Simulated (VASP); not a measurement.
# CdS (Imm2) in VASP: notebook

The runs below take CdS through single point, with r2SCAN.

Program: VASP 6.6.1. These are calculated values, not measurements. Logs are shortened: lines on timing, memory, paths and dates and some standing lists are left out, and cuts for length are marked.

## 1. The cell of the first run

Symmetry: Imm2, No. 44, orthorhombic system. The conventional cell has a = 4.084 Å, b = 4.146 Å, c = 5.820 Å, α = 90.00°, β = 90.00°, γ = 90.00°. Within 3.3 Å of Cd (site symmetry mm2) lie 4 S at 2.51 to 2.53 Å. Within 3.3 Å of S (site symmetry mm2) lie 4 Cd at 2.51 to 2.53 Å.

## 2. Single point, r2SCAN (strain +0.0150 x Voigt [0, 0, 0, 0, 1, 0])

File POSCAR:

```
CdS
1.0
    0.0218250000      2.9100000000      2.9100000000
    2.9318250000      0.0000000000      2.9318250000
    2.9100000000      2.9100000000      0.0218250000
Cd S
1 1
Direct
    0.0000000000      0.0000000000      0.0000000000
    0.7500000000      0.7500000000      0.7500000000
```

File INCAR.step1:

```
SYSTEM = CdS
  ALGO = Normal
  EDIFF = 1E-4
  ENCUT = 520
  GGA = PE
  ISMEAR = 0
  LASPH = .True.
  LCHARG = .False.
  LREAL = .False.
  LWAVE = .True.
  NBANDS = 16
  NELM = 80
  PREC = Accurate
  SIGMA = 0.05
```

File INCAR.step2:

```
SYSTEM = CdS
  ALGO = Normal
  EDIFF = 1E-6
  ENCUT = 520
  ISIF = 2
  ISMEAR = 0
  ISTART = 1
  LASPH = .True.
  LCHARG = .True.
  LELF = .True.
  LMIXTAU = .True.
  LREAL = .False.
  LVHAR = .True.
  LWAVE = .False.
  METAGGA = R2SCAN
  NBANDS = 16
  NELM = 80
  PREC = Accurate
  SIGMA = 0.05
```

File KPOINTS:

```
k-points
0
Gamma
  8 8 8
  0 0 0
```

Potentials or basis: VASP PAW PBE potentials, release 64 (Cd, S).

The run is started by

```sh
cat potpaw_PBE.64/Cd/POTCAR potpaw_PBE.64/S/POTCAR > POTCAR
cp INCAR.step1 INCAR
mpirun -np 1 vasp_std > vasp.out
cp INCAR.step2 INCAR
mpirun -np 1 vasp_std > vasp.out
```

OUTCAR:

```text
SYSTEM = CdS
   EDIFF = 1E-6
   ENCUT = 520
   ISIF = 2
   ISMEAR = 0
   ISTART = 1
   LASPH = .True.
   LREAL = .False.
   METAGGA = R2SCAN
   NELM = 80
   PREC = Accurate

 ion  position               nearest neighbor table
   1  0.000  0.000  0.000-   2 2.51   2 2.51   2 2.53   2 2.53
   2  0.750  0.750  0.750-   1 2.51   1 2.51   1 2.53   1 2.53

  LATTYP: Found a body centered orthorhombic cell.
 ALAT       =     4.0844962555
 B/A-ratio  =     1.0151133501
 C/A-ratio  =     1.4249003147

  Lattice vectors:

 A1 = (   0.0218250000,  -2.9100000000,   2.9100000000)
 A2 = (  -0.0218250000,  -2.9100000000,  -2.9100000000)
 A3 = (   2.9100000000,   2.9100000000,   0.0218250000)

Analysis of symmetry for initial positions (statically):
=====================================================================
 Subroutine PRICEL returns:
 Original cell was already a primitive cell.

 Routine SETGRP: Setting up the symmetry group for a
 body centered orthorhombic supercell.

 Subroutine GETGRP returns: Found  4 space group operations
 (whereof  4 operations were pure point group operations)
 out of a pool of  8 trial point group operations.

The static configuration has the point symmetry C_2v.

Analysis of symmetry for dynamics (positions and initial velocities):
=====================================================================
 Subroutine PRICEL returns:
 Original cell was already a primitive cell.

 Routine SETGRP: Setting up the symmetry group for a
 body centered orthorhombic supercell.

 Subroutine GETGRP returns: Found  4 space group operations
 (whereof  4 operations were pure point group operations)
 out of a pool of  8 trial point group operations.

The dynamic configuration has the point symmetry C_2v.

 Subroutine INISYM returns: Found  4 space group operations
 (whereof  4 operations are pure point group operations),
 and found     1 'primitive' translations

----------------------------------------------------------------------------------------

                                     Primitive cell

  volume of cell :      49.2816

  direct lattice vectors                    reciprocal lattice vectors
     0.021825000  2.910000000  2.910000000    -0.173119704  0.171821306  0.173119704
     2.931825000  0.000000000  2.931825000     0.170542239 -0.171821306  0.170542239
     2.910000000  2.910000000  0.021825000     0.173119704  0.171821306 -0.173119704

  length of vectors
     4.115419338  4.146226678  4.115419338     0.299104371  0.296128134  0.299104371

  position of ions in fractional coordinates (direct lattice)
     0.000000000  0.000000000  0.000000000
     0.750000000  0.750000000  0.750000000

  ion indices of the primitive-cell ions
   primitive index   ion index
                 1           1
                 2           2

----------------------------------------------------------------------------------------

 KPOINTS: k-points

Automatic generation of k-mesh.
 Grid dimensions read from file:
 generate k-points for:    8    8    8

 Generating k-lattice:

  Cartesian coordinates                     Fractional coordinates (reciprocal lattice)
    -0.021639963  0.021477663  0.021639963     0.125000000  0.000000000 -0.000000000
     0.021317780 -0.021477663  0.021317780     0.000000000  0.125000000  0.000000000
     0.021639963  0.021477663 -0.021639963     0.000000000  0.000000000  0.125000000

  Length of vectors
     0.037388046  0.037016017  0.037388046

  Shift w.r.t. Gamma in fractional coordinates (k-lattice)
     0.000000000  0.000000000  0.000000000

 Subroutine IBZKPT returns following result:
 ===========================================

 Found     95 irreducible k-points:

 Following reciprocal coordinates:
            Coordinates               Weight
  0.000000  0.000000  0.000000      1.000000
  0.125000  0.000000 -0.000000      4.000000
  0.250000  0.000000 -0.000000      4.000000
  0.375000  0.000000 -0.000000      4.000000
  0.500000  0.000000 -0.000000      2.000000
  0.000000  0.125000  0.000000      4.000000
[... 16 lines left out ...]
  0.125000  0.375000  0.000000      8.000000
  0.250000  0.375000  0.000000      8.000000
 [... further k-points ...]
   k-points           NKPTS =     95   k-points in BZ     NKDIM =     95   number of bands    NBANDS=     16
   number of dos      NEDOS =    301   number of ions     NIONS =      2
   total plane-waves  NPLWV =  32768
   dimension x,y,z NGX =    32 NGY =   32 NGZ =   32
   dimension x,y,z NGXF=    64 NGYF=   64 NGZF=   64
   ions per type =               1   1
   NGX,Y,Z   is equivalent  to a cutoff of  12.93, 12.83, 12.93 a.u.
   NGXF,Y,Z  is equivalent  to a cutoff of  25.85, 25.66, 25.85 a.u.
 SYSTEM =  CdS
   PREC   = accura    normal or accurate (medium, high low for compatibility)
   ISTART =      1    job   : 0-new  1-cont  2-samecut
   ICHARG =      0    charge: 1-file 2-atom 10-const
   ISPIN  =      1    spin polarized calculation?
   LNONCOLLINEAR =      F non collinear calculations
   LSORBIT =      F    spin-orbit coupling
   LASPH  =      T    aspherical Exc in radial PAW
   ENCUT  =  520.0 eV  38.22 Ry    6.18 a.u.   7.65  7.71  7.65*2*pi/ulx,y,z
   NELM   =     80;   NELMIN=  2; NELMDL=  0     # of ELM steps
   EDIFF  = 0.1E-05   stopping-criterion for ELM
   LREAL  =      F    real-space projection
[... 7 lines left out ...]
   TEBEG  =    0.0;   TEEND  =   0.0 temperature during run
   PSTRESS=    0.0 pullay stress
   NELECT =      18.0000    total number of electrons
   NUPDOWN=      -1.0000    fix difference up-down
   EMIN   =  10.00;   EMAX   =-10.00  energy-range for DOS
   EFERMI =   0.00;   METHOD = LEGACY
   ISMEAR =     0;   SIGMA  =   0.05  broadening in eV -4-tet -1-fermi 0-gaus
   EFERMI_NEDOS =   21; number of points for ismear=-14 and -15
   IALGO  =     38    algorithm
   IMIX   =      4    mixing-type and parameters
     AMIX     =   0.40;   BMIX     =  1.00
     AMIX_MAG =   1.60;   BMIX_MAG =  1.00
  volume/ion in A,a.u.               =      24.64       166.28
  Fermi-wavevector in a.u.,A,eV,Ry     =   1.170229  2.211412 18.632304  1.369436
  Thomas-Fermi vector in A             =   2.306690
   LORBIT       =      0    0 simple, 1 ext, 2 COOP (PROOUT), +10 PAW based schemes
   METAGGA = R2SCAN    functional components
   LHFCALC =     F    Hartree Fock is set to
   AEXX    =    0.0000 exact exchange contribution
   IVDW    =     0    specifies the selected vdW correction
   LEPSILON=     F    determine dielectric tensor
   LRPA    =     F    only Hartree local field effects (RPA)
 non-spin polarized calculation
 Gauss-broadening in eV      SIGMA  =   0.05
  energy-cutoff  :      520.00
  volume of cell :       49.28
 maximum number of plane-waves:      1351
   NGX = 15   NGY = 15   NGZ = 15

 number of electron      18.0000003 magnetization

 Free energy of the ion-electron system (eV)
  ---------------------------------------------------
  ext. energy  EPLUGINS =         0.00000000
  ---------------------------------------------------
  free energy    TOTEN  =       -29.67195451 eV

  energy without entropy =      -29.67195451  energy(sigma->0) =      -29.67195451

 E-fermi :   1.3494     XC(G=0):  -9.7676

 val. band max:        1.1350350654   @ k =   0.0000   0.0000   0.0000
 cond. band min:       2.7168911821   @ k =   0.0000   0.0000   0.0000
 fundamental gap:      1.5818561167
 Fermi energy:         1.3493663196

 k-point     1 :       0.0000    0.0000    0.0000
  band No.  band energies     occupation
      1     -11.8111      2.00000
      2      -6.8935      2.00000
      3      -6.8843      2.00000
      4      -6.8751      2.00000
      5      -6.3598      2.00000
      6      -6.3596      2.00000
[... 8 lines left out ...]
     15      13.1324      0.00000
     16      13.1338      0.00000

 k-point     2 :       0.1250    0.0000   -0.0000
  band No.  band energies     occupation
      1     -11.7465      2.00000
      2      -6.8627      2.00000
      3      -6.8504      2.00000
      4      -6.8311      2.00000
      5      -6.3612      2.00000
      6      -6.3608      2.00000
[... 8 lines left out ...]
     15      12.4913      0.00000
     16      13.6393      0.00000

 k-point     3 :       0.2500    0.0000   -0.0000
  band No.  band energies     occupation
      1     -11.5897      2.00000
      2      -6.8066      2.00000
      3      -6.7969      2.00000
      4      -6.6228      2.00000
      5      -6.3564      2.00000
      6      -6.3549      2.00000
[... 8 lines left out ...]
     15      12.2763      0.00000
     16      12.8547      0.00000

 k-point     4 :       0.3750    0.0000   -0.0000
  band No.  band energies     occupation
      1     -11.4333      2.00000
      2      -6.7627      2.00000
      3      -6.7554      2.00000
      4      -6.3356      2.00000
      5      -6.3335      2.00000
      6      -6.2390      2.00000
[... 8 lines left out ...]
     15      13.1271      0.00000
     16      13.2563      0.00000

 k-point     5 :       0.5000    0.0000   -0.0000
  band No.  band energies     occupation
      1     -11.3690      2.00000
      2      -6.7489      2.00000
      3      -6.7428      2.00000
      4      -6.3212      2.00000
      5      -6.3187      2.00000
      6      -5.9596      2.00000
[... 8 lines left out ...]
     15      14.2562      0.00000
     16      14.3849      0.00000

 k-point     6 :       0.0000    0.1250    0.0000
  band No.  band energies     occupation
      1     -11.7487      2.00000
      2      -6.8700      2.00000
      3      -6.8590      2.00000
      4      -6.8191      2.00000
      5      -6.3606      2.00000
      6      -6.3600      2.00000
[... 8 lines left out ...]
     15      12.5332      0.00000
     16      13.6898      0.00000
[... 267 lines left out ...]
 k-point    21 :      -0.1250    0.2500    0.0000
  band No.  band energies     occupation
      1     -11.5028      2.00000
      2      -6.7801      2.00000
      3      -6.7624      2.00000
      4      -6.4848      2.00000
      5      -6.3724      2.00000
      6      -6.3036      2.00000
[... 8 lines left out ...]
     15      13.3752      0.00000
     16      14.0787      0.00000

 k-point    22 :       0.0000    0.3750    0.0000
  band No.  band energies     occupation
      1     -11.4451      2.00000
      2      -6.7769      2.00000
      3      -6.7694      2.00000
      4      -6.3360      2.00000
      5      -6.3333      2.00000
      6      -6.2421      2.00000
[... 8 lines left out ...]
     15      13.1441      0.00000
     16      13.2726      0.00000

 k-point    23 :       0.1250    0.3750    0.0000
  band No.  band energies     occupation
      1     -11.4544      2.00000
      2      -6.7704      2.00000
      3      -6.7368      2.00000
      4      -6.4440      2.00000
      5      -6.3190      2.00000
      6      -6.2755      2.00000
[... 8 lines left out ...]
     15      13.6888      0.00000
     16      13.8737      0.00000

 k-point    24 :       0.2500    0.3750    0.0000
  band No.  band energies     occupation
      1     -11.4033      2.00000
      2      -6.7018      2.00000
      3      -6.6535      2.00000
      4      -6.5523      2.00000
      5      -6.3001      2.00000
      6      -6.2446      2.00000
[... 8 lines left out ...]
     15      13.9404      0.00000
     16      16.0522      0.00000

 [... further k-points ...]
[... 5 lines left out ...]
  --------------------------------------------------------------------------------------
  -------------------------------------------------------------------------------------
  Total        0.7063127      0.7055722      0.7063127     -0.0000000      0.0000000     -0.2726854
  in kB       22.9627069     22.9386306     22.9627069     -0.0000000      0.0000000     -8.8651867
  external PRESSURE =      22.9546815 kB  Pullay stress =       0.0000000 kB

 VOLUME and BASIS-vectors are now :
 -----------------------------------------------------------------------------
  energy-cutoff  :      520.00
  volume of cell :       49.28
      direct lattice vectors                 reciprocal lattice vectors
     0.021825000  2.910000000  2.910000000    -0.173119704  0.171821306  0.173119704
     2.931825000  0.000000000  2.931825000     0.170542239 -0.171821306  0.170542239
     2.910000000  2.910000000  0.021825000     0.173119704  0.171821306 -0.173119704

 POSITION                                       TOTAL-FORCE (eV/Angst)
 -----------------------------------------------------------------------------------
      0.00000      0.00000      0.00000        -0.000000     -0.114361     -0.000000
      4.39774      4.36500      4.39774         0.000000      0.114361      0.000000
 -----------------------------------------------------------------------------------
    total drift:                                0.000005      0.000258      0.000005

  FREE ENERGIE OF THE ION-ELECTRON SYSTEM (eV)
  ---------------------------------------------------
  free  energy   TOTEN  =       -29.6719545147 eV

  energy  without entropy=      -29.6719545147  energy(sigma->0) =      -29.67195451
```

Run time: 4.4 min. Hardware: 1 thread of Intel Xeon 8259CL, shared host; peak memory 0.23 GiB.

What came out:

| Property | Result |
| --- | --- |
| Free energy | -29.6720 eV |
| Pressure | 2.3 GPa |
| Largest force | 0.114 eV/Å |
| Band gap on the k mesh | 1.58 eV |

Forces in eV/Å, atoms in the order of the input:
```
Cd   0.000 -0.114  0.000
S    0.000  0.114  0.000
```

Caveat: the cell differs from its parent crystal (strain +0.0150 x Voigt [0, 0, 0, 0, 1, 0]); the PAW data sets were made with another functional, which shifts forces and pressure a little.

## 3. Single point, r2SCAN (strain +0.0525 x Voigt [0, 0, 0, 0, 1, 0])

File POSCAR:

```
CdS
1.0
    0.0763875000      2.9100000000      2.9100000000
    2.9863875000      0.0000000000      2.9863875000
    2.9100000000      2.9100000000      0.0763875000
Cd S
1 1
Direct
    0.0000000000      0.0000000000      0.0000000000
    0.7500000000      0.7500000000      0.7500000000
```

File INCAR.step1:

```
SYSTEM = CdS
  PREC = Accurate
  ENCUT = 520
  ISMEAR = 0
  SIGMA = 0.05
  LREAL = .False.
  LASPH = .True.
  NELM = 80
  NBANDS = 16
  GGA = PE
  ALGO = Normal
  EDIFF = 1E-4
  LWAVE = .True.
  LCHARG = .False.
```

File INCAR.step2:

```
SYSTEM = CdS
  PREC = Accurate
  ENCUT = 520
  EDIFF = 1E-7
  ISMEAR = 0
  SIGMA = 0.05
  LREAL = .False.
  LASPH = .True.
  NELM = 80
  ALGO = Normal
  ISIF = 2
  LWAVE = .False.
  LCHARG = .False.
  METAGGA = R2SCAN
  LMIXTAU = .True.
  NBANDS = 16
  ISTART = 1
```

File KPOINTS:

```
Automatic mesh
0
Gamma
  8 8 8
  0 0 0
```

Potentials or basis: VASP PAW PBE potentials, release 64 (Cd, S).

The run is started by

```sh
cat potpaw_PBE.64/Cd/POTCAR potpaw_PBE.64/S/POTCAR > POTCAR
cp INCAR.step1 INCAR
mpirun -np 1 vasp_std > vasp.out
cp INCAR.step2 INCAR
mpirun -np 1 vasp_std > vasp.out
```

OUTCAR:

```text
SYSTEM = CdS
   PREC = Accurate
   ENCUT = 520
   EDIFF = 1E-7
   ISMEAR = 0
   LREAL = .False.
   LASPH = .True.
   NELM = 80
   ISIF = 2
   METAGGA = R2SCAN
   ISTART = 1

 ion  position               nearest neighbor table
   1  0.000  0.000  0.000-   2 2.48   2 2.48   2 2.56   2 2.56
   2  0.750  0.750  0.750-   1 2.48   1 2.48   1 2.56   1 2.56

  LATTYP: Found a body centered orthorhombic cell.
 ALAT       =     4.0073332280
 B/A-ratio  =     1.0539152760
 C/A-ratio  =     1.4523374196

  Lattice vectors:

 A1 = (   0.0763875000,  -2.9100000000,   2.9100000000)
[... 627 lines left out ...]
      5      -6.3032      2.00000
      6      -6.2426      2.00000
[... 8 lines left out ...]
     15      13.9128      0.00000
     16      16.0986      0.00000

 [... further k-points ...]
[... 5 lines left out ...]
  --------------------------------------------------------------------------------------
  -------------------------------------------------------------------------------------
  Total        0.7842152      0.7748981      0.7842152      0.0000000      0.0000000     -0.9565831
  in kB       25.5115154     25.2084179     25.5115154      0.0000000      0.0000000    -31.1188617
  external PRESSURE =      25.4104829 kB  Pullay stress =       0.0000000 kB

 VOLUME and BASIS-vectors are now :
 -----------------------------------------------------------------------------
  energy-cutoff  :      520.00
  volume of cell :       49.25
      direct lattice vectors                 reciprocal lattice vectors
     0.076387500  2.910000000  2.910000000    -0.176453202  0.171821306  0.176453202
     2.986387500  0.000000000  2.986387500     0.167426364 -0.171821306  0.167426364
     2.910000000  2.910000000  0.076387500     0.176453202  0.171821306 -0.176453202

 POSITION                                       TOTAL-FORCE (eV/Angst)
 -----------------------------------------------------------------------------------
      0.00000      0.00000      0.00000         0.000000     -0.404766      0.000000
      4.47958      4.36500      4.47958         0.000000      0.404766     -0.000000
 -----------------------------------------------------------------------------------
    total drift:                                0.000004     -0.000504      0.000003

  FREE ENERGIE OF THE ION-ELECTRON SYSTEM (eV)
  ---------------------------------------------------
  free  energy   TOTEN  =       -29.6484391485 eV

  energy  without entropy=      -29.6484391485  energy(sigma->0) =      -29.64843915
```

Wall time 4.8 min (1 thread of Intel Xeon 8259CL, shared host); peak memory 0.23 GiB.

Results:

* Free energy: -29.6484 eV
* Pressure: 2.5 GPa
* Largest force: 0.405 eV/Å
* Band gap on the k mesh: 1.50 eV

Forces in eV/Å, atoms in the order of the input:
```
Cd   0.000 -0.405  0.000
S    0.000  0.405  0.000
```

Stress tensor (GPa, compression positive):
```
 2.55  0.00 -3.11
 0.00  2.52  0.00
-3.11  0.00  2.55
```

Levels at points of the mesh, in eV from the valence-band top:
```
           k point  band 5  band 6  band 7  band 8  band 9  band 10  band 11  band 12  band 13  band 14
(0.00, 0.00, 0.00)   -7.57   -7.57   -0.18   -0.11    0.00     1.50     6.63     7.01     7.35    11.91
(0.50, 0.00, 0.00)   -7.53   -7.15   -4.62   -0.97   -0.95     3.28     7.12     7.41     7.96    11.44
(0.00, 0.50, 0.00)   -7.53   -7.21   -4.60   -0.81   -0.75     3.51     7.33     7.68     7.72    11.63
(0.50, 0.50, 0.00)   -7.48   -7.11   -4.11   -2.05   -2.04     3.74     4.67     9.64    11.45    11.61
(0.50, 0.00, 0.50)   -7.48   -7.11   -4.11   -2.26   -1.82     3.63     4.79     9.74    11.35    11.66
```

Caveat: the cell differs from its parent crystal (strain +0.0525 x Voigt [0, 0, 0, 0, 1, 0]); the PAW data sets were made with another functional, which shifts forces and pressure a little.

(Continued in part 2 of 2.)
